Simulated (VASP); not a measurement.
# Ga3PN2 (P-3m1) in VASP: relaxation of cell and atoms with PBE

Aim: the relaxation of cell and atoms of Ga3PN2 with PBE.

All numbers are computed with VASP 6.6.1; they aren't measurements. Logs are shortened: lines on timing, memory, paths and dates and some standing lists are left out, and cuts for length are marked.

## Step 1: The cell of the first run

It takes space group P-3m1 (No. 164, trigonal). Conventional cell: a = 3.166 Å, b = 3.166 Å, c = 8.404 Å, α = 90.00°, β = 90.00°, γ = 120.00°. Within 2.9 Å of Ga (site symmetry -3m) lie 6 N at 2.22 Å. Ga (site symmetry 3m) has 3 N at 2.17 Å and 3 P at 2.55 Å within 2.9 Å. Within 3.5 Å of P (site symmetry -3m) lie 6 Ga at 2.55 Å and 6 P at 3.17 Å and 6 N at 3.46 Å. N (site symmetry 3m) has 6 Ga at 2.17 to 2.22 Å within 2.9 Å.

The cell was generated, and may not be a known phase.

## Step 2: Relaxation of cell and atoms, PBE

Input file INCAR:

```
  PREC = Accurate
  ENCUT = 600
  EDIFF = 1E-6
  ISMEAR = 0
  SIGMA = 0.1
  LREAL = F
  LASPH = T
  NELM = 80
  ALGO = Fast
  ISIF = 3
  LWAVE = F
  LCHARG = F
  GGA = PE
  IBRION = 2
  NSW = 100
  EDIFFG = -0.01
```

Input file KPOINTS:

```
regular mesh
0
Gamma
  12 12 6
```

Input file POSCAR:

```
Ga3PN2
1.0
    3.1663685627      0.0000000000      0.0000000000
   -1.5831842814      2.7421556130      0.0000000000
    0.0000000000      0.0000000000      8.4042865077
Ga P N
3 1 2
Direct
    0.0000000000      0.0000000000      0.5000000000
    0.6666666667      0.3333333333      0.7888407113
    0.3333333333      0.6666666667      0.2111592887
    0.0000000000      0.0000000000      0.0000000000
    0.6666666667      0.3333333333      0.3499385312
    0.3333333333      0.6666666667      0.6500614688
```

Potentials or basis: VASP PAW PBE potentials, release 64 (Ga_d, P, N).

Run with:

```
$ cat potpaw_PBE.64/Ga_d/POTCAR potpaw_PBE.64/P/POTCAR potpaw_PBE.64/N/POTCAR > POTCAR
$ mpirun -np 1 vasp_std > vasp.out
```

OUTCAR:

```text
PREC = Accurate
   ENCUT = 600
   EDIFF = 1E-6
   ISMEAR = 0
   LREAL = F
   LASPH = T
   NELM = 80
   ISIF = 3
   GGA = PE
   IBRION = 2
   NSW = 100
   EDIFFG = -0.01

 ion  position               nearest neighbor table
   1  0.000  0.000  0.500-   5 2.22   6 2.22   6 2.22   5 2.22   5 2.22   6 2.22
   2  0.667  0.333  0.789-   6 2.17   6 2.17   6 2.17   4 2.55   4 2.55   4 2.55
   3  0.333  0.667  0.211-   5 2.17   5 2.17   5 2.17   4 2.55   4 2.55   4 2.55
   4  0.000  0.000  0.000-   2 2.55   3 2.55   3 2.55   2 2.55   2 2.55   3 2.55
   5  0.667  0.333  0.350-   3 2.17   3 2.17   3 2.17   1 2.22   1 2.22   1 2.22
   6  0.333  0.667  0.650-   2 2.17   2 2.17   2 2.17   1 2.22   1 2.22   1 2.22

  LATTYP: Found a hexagonal cell.
 ALAT       =     3.1663685627
 C/A-ratio  =     2.6542350776

  Lattice vectors:

 A1 = (   3.1663685627,   0.0000000000,   0.0000000000)
 A2 = (  -1.5831842814,   2.7421556130,   0.0000000000)
 A3 = (   0.0000000000,   0.0000000000,   8.4042865077)

Analysis of symmetry for initial positions (statically):
=====================================================================
 Subroutine PRICEL returns:
 Original cell was already a primitive cell.

 Routine SETGRP: Setting up the symmetry group for a
 hexagonal supercell.

 Subroutine GETGRP returns: Found 12 space group operations
 (whereof 12 operations were pure point group operations)
 out of a pool of 24 trial point group operations.

The static configuration has the point symmetry D_3d.

Analysis of symmetry for dynamics (positions and initial velocities):
=====================================================================
 Subroutine PRICEL returns:
 Original cell was already a primitive cell.

 Routine SETGRP: Setting up the symmetry group for a
 hexagonal supercell.

 Subroutine GETGRP returns: Found 12 space group operations
 (whereof 12 operations were pure point group operations)
 out of a pool of 24 trial point group operations.

The dynamic configuration has the point symmetry D_3d.

 Subroutine INISYM returns: Found 12 space group operations
 (whereof 12 operations are pure point group operations),
 and found     1 'primitive' translations

----------------------------------------------------------------------------------------

                                     Primitive cell

  volume of cell :      72.9717

  direct lattice vectors                    reciprocal lattice vectors
[... 119 lines left out ...]
   LORBIT       =      0    0 simple, 1 ext, 2 COOP (PROOUT), +10 PAW based schemes
   GGA     = PE    functional components
   LHFCALC =     F    Hartree Fock is set to
   AEXX    =    0.0000 exact exchange contribution
   IVDW    =     0    specifies the selected vdW correction
   LEPSILON=     F    determine dielectric tensor
   LRPA    =     F    only Hartree local field effects (RPA)
 conjugate gradient relaxation of ions
 non-spin polarized calculation
 RMM-DIIS sequential band-by-band and
 Gauss-broadening in eV      SIGMA  =   0.10
  energy-cutoff  :      600.00
  volume of cell :       72.97
 maximum number of plane-waves:      2458
 NGX is ok and might be reduce to    28
   NGX = 13   NGY = 13   NGZ = 33

--------------------------------------- Ionic step        1  -------------------------------------------

 number of electron      54.0000002 magnetization

 Free energy of the ion-electron system (eV)
  ---------------------------------------------------
  ext. energy  EPLUGINS =         0.00000000
  ---------------------------------------------------
  free energy    TOTEN  =       -29.75582324 eV

  energy without entropy =      -29.74995875  energy(sigma->0) =      -29.75289100

------------------------ aborting loop because EDIFF is reached ----------------------------------------

  FORCE on cell =-STRESS in cart. coord.  units (eV):
  Direction    XX          YY          ZZ          XY          YZ          ZX
  --------------------------------------------------------------------------------------
  -------------------------------------------------------------------------------------
  Total        0.0413487      0.0413487      0.1103542     -0.0000000      0.0000000      0.0000000
  in kB        0.9078571      0.9078571      2.4229543     -0.0000000      0.0000000      0.0000000
  external PRESSURE =       1.4128895 kB  Pullay stress =       0.0000000 kB
[... 101 lines left out ...]
  FREE ENERGIE OF THE ION-ELECTRON SYSTEM (eV)
  ---------------------------------------------------
  free  energy   TOTEN  =       -29.7600790570 eV

  energy  without entropy=      -29.7539085101  energy(sigma->0) =      -29.75699378

[... ionic steps 4 to 7 ...]

--------------------------------------- Ionic step        8  -------------------------------------------

 number of electron      54.0000007 magnetization

------------------------ aborting loop because EDIFF is reached ----------------------------------------
[... 75 lines left out ...]
--------------------------------------- Ionic step       10  -------------------------------------------

 number of electron      54.0000007 magnetization

 Free energy of the ion-electron system (eV)
  ---------------------------------------------------
  ext. energy  EPLUGINS =         0.00000000
  ---------------------------------------------------
  free energy    TOTEN  =       -29.76081846 eV

  energy without entropy =      -29.75423774  energy(sigma->0) =      -29.75752810

 E-fermi :   8.1748     XC(G=0): -12.0814

 val. band max:        8.1490489591   @ k =   0.4167   0.1667   0.3333
 cond. band min:       8.1976664017   @ k =   0.3333   0.0833   0.5000
 fundamental gap:      0.0486174425
 Fermi energy:         8.1747760356

 k-point     1 :       0.0000    0.0000    0.0000
  band No.  band energies     occupation
      1      -9.1409      2.00000
      2      -7.9013      2.00000
      3      -7.3589      2.00000
      4      -7.3389      2.00000
      5      -7.3389      2.00000
      6      -7.2506      2.00000
[... 829 lines left out ...]
     31      13.0327      0.00000
     32      14.3772      0.00000

 [... further k-points ...]

------------------------ aborting loop because EDIFF is reached ----------------------------------------

  FORCE on cell =-STRESS in cart. coord.  units (eV):
  Direction    XX          YY          ZZ          XY          YZ          ZX
  --------------------------------------------------------------------------------------
  -------------------------------------------------------------------------------------
  Total        0.0175967      0.0175967     -0.0484570     -0.0000000     -0.0000000     -0.0000000
  in kB        0.3869652      0.3869652     -1.0656062     -0.0000000     -0.0000000     -0.0000000
  external PRESSURE =      -0.0972253 kB  Pullay stress =       0.0000000 kB
[... 21 lines left out ...]
  FREE ENERGIE OF THE ION-ELECTRON SYSTEM (eV)
  ---------------------------------------------------
  free  energy   TOTEN  =       -29.7608184612 eV

  energy  without entropy=      -29.7542377354  energy(sigma->0) =      -29.75752810

 reached required accuracy - stopping structural energy minimisation
```

OSZICAR:

```text
N       E                     dE             d eps       ncg     rms          rms(c)
DAV:   1     0.490285043807E+03    0.49029E+03   -0.28500E+04  6808   0.330E+03
[... 78 lines left out ...]
       N       E                     dE             d eps       ncg     rms          rms(c)
DAV:   1    -0.297610857161E+02   -0.28729E-03   -0.46073E-03  9400   0.111E+00    0.104E-01
RMM:   2    -0.297608777753E+02    0.20794E-03   -0.48330E-04  7532   0.226E-01    0.510E-02
RMM:   3    -0.297608214744E+02    0.56301E-04   -0.16940E-04  7713   0.118E-01    0.105E-02
RMM:   4    -0.297608195194E+02    0.19550E-05   -0.26978E-05  8495   0.418E-02    0.616E-03
RMM:   5    -0.297608184264E+02    0.10930E-05   -0.46105E-06  5236   0.209E-02    0.241E-03
RMM:   6    -0.297608184612E+02   -0.34794E-07   -0.91255E-07  3833   0.988E-03
  10 F= -.29760818E+02 E0= -.29757528E+02  d E =-.619537E-04
```

CONTCAR:

```text
Ga3PN2
   1.00000000000000
     3.1663950985043674   -0.0000000000000003   -0.0000000000000000
    -1.5831975493021844    2.7421785936806922   -0.0000000000000000
     0.0000000000000000    0.0000000000000000    8.3909139265885084
  Ga              P               N
     3     1     2
Direct
     1.0000000000000000    0.0000000000000000    0.5000000000000000
     0.6666666667000030    0.3333333332999970    0.7906736898250272
     0.3333333332999970    0.6666666667000030    0.2093263101749729
     1.0000000000000000    0.0000000000000000    0.0000000000000000
     0.6666666667000030    0.3333333332999970    0.3513426189571476
     0.3333333332999970    0.6666666667000030    0.6486573810428524

  0.00000000E+00  0.00000000E+00  0.00000000E+00
  0.00000000E+00  0.00000000E+00  0.00000000E+00
  0.00000000E+00  0.00000000E+00  0.00000000E+00
  0.00000000E+00  0.00000000E+00  0.00000000E+00
  0.00000000E+00  0.00000000E+00  0.00000000E+00
  0.00000000E+00  0.00000000E+00  0.00000000E+00
```

Run time: 38 min. Hardware: 1 thread of Oxide Virtual Turin-like, shared host; peak memory 0.39 GiB.

What came out:

| Item | Value |
| --- | --- |
| Free energy | -29.7608 eV |
| Relaxed volume | 12.14 Å³/atom |
| Relaxed cell | a = 3.166 Å, b = 3.166 Å, c = 8.391 Å, α = 90.00°, β = 90.00°, γ = 120.00° |
| Space group after relaxing (to 0.1 Å) | P-3m1 (No. 164) |
| Energy gained by relaxing | 0.8 meV/atom |
| Ionic steps | 10 |
| Pressure after relaxing | 0.0 GPa |
| Band gap on the k mesh | zero (bands 27 and 28 overlap by 2.61 eV) |

Forces on the atoms (eV/Å):
```
Ga   0.000  0.000  0.000
Ga   0.000  0.000  0.001
Ga   0.000  0.000 -0.001
P    0.000  0.000  0.000
N    0.000  0.000 -0.003
N    0.000  0.000  0.003
```

Stress tensor (GPa, compression positive):
```
 0.04  0.00  0.00
 0.00  0.04  0.00
 0.00  0.00 -0.11
```

The path:
| step | energy change (eV) | largest force (eV/Å) | pressure (GPa) | volume (Å³) |
| --- | --- | --- | --- | --- |
| 1 | 0.0000 | 0.2102 | 0.14 | 72.97 |
| 2 | -0.0040 | 0.0511 | -0.34 | 73.09 |
| 3 | -0.0043 | 0.0236 | -0.48 | 73.12 |
| 4 | -0.0049 | 0.0044 | 0.14 | 72.73 |
| 5 | -0.0049 | 0.0069 | -0.06 | 72.79 |
| 6 | -0.0049 | 0.0028 | 0.22 | 72.76 |
| 7 | -0.0049 | 0.0064 | 0.01 | 72.77 |
| 8 | -0.0049 | 0.0020 | 0.18 | 72.77 |
| 9 | -0.0050 | 0.0033 | -0.26 | 72.91 |
| 10 | -0.0050 | 0.0027 | -0.01 | 72.86 |

Final structure:
```
CELL_PARAMETERS angstrom
3.16640 0.00000 0.00000
-1.58320 2.74218 0.00000
0.00000 0.00000 8.39091
ATOMIC_POSITIONS crystal
Ga 0.00000 0.00000 0.50000
Ga 0.66667 0.33333 0.79067
Ga 0.33333 0.66667 0.20933
P 0.00000 0.00000 0.00000
N 0.66667 0.33333 0.35134
N 0.33333 0.66667 0.64866
```

The gap in the log of VASP goes by the Fermi energy; the results here count the filled bands.